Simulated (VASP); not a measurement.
A run of VASP 6.6.1:

Contents of INCAR:

```
SYSTEM = Zn5SiAg2Te8
ALGO = Normal
EDIFF = 1E-7
ENCUT = 520
GGA = PE
ISIF = 2
ISMEAR = 0
ISYM = 0
LASPH = .True.
LCHARG = .False.
LREAL = Auto
LWAVE = .False.
NBANDS = 81
NELM = 60
PREC = Accurate
SIGMA = 0.1
```

Contents of KPOINTS:

```
Automatic mesh
0
Gamma
  2 2 2
  0.5 0.5 0.5
```

POSCAR

```
Zn5SiAg2Te8
1.0
   -6.2598703986      6.1912847843     -0.0991723863
   -6.2491457217     -0.0884477093      6.1826773005
    0.0671719954      6.1592843933      6.1614015865
Si Zn Ag Te
1 5 2 8
Direct
    0.4949484622      0.0059308061      0.5026865855
   -0.0072122710      1.0121473671      0.9867691591
    0.5056190208      1.0190246976      0.9859056703
    0.0172891706      0.4842113568      0.9989788468
    0.9900989010      1.0121604798      0.5072046481
    1.0022289672      0.4716871431      0.5137076185
    0.5042738003      0.4984947667      0.0009466150
    0.5020686080      0.5061690046      0.4983776459
    0.8700204535      0.8701674764      0.3776171506
    0.3747020433      0.8869561895      0.3732557875
    0.8802539875      0.3735577772      0.3675903860
    0.8763766745      0.8655502270      0.8770415567
    0.3754970420      0.3585269002      0.3850210877
    0.3747779924      0.8819815235      0.8674962503
    0.8809057377      0.3730353789      0.8764271661
    0.3729379365      0.3733565459      0.8768906405
```

Potentials or basis: VASP PAW PBE potentials, release 64 (Si, Zn, Ag, Te).

The run is started by

```sh
$ cat potpaw_PBE.64/Si/POTCAR potpaw_PBE.64/Zn/POTCAR potpaw_PBE.64/Ag/POTCAR potpaw_PBE.64/Te/POTCAR > POTCAR
$ mpirun -np 1 vasp_std > vasp.out
```

Hardware: 1 thread of Oxide Virtual Turin-like Processor, with other jobs on the host.

**Question.** How long does it take, and how much memory?

**Answer.** It took 7.6 min on 1 thread of Oxide Virtual Turin-like Processor, with other jobs on the host, peak memory 0.71 GiB. Counts: scf iterations 18, k points 4.
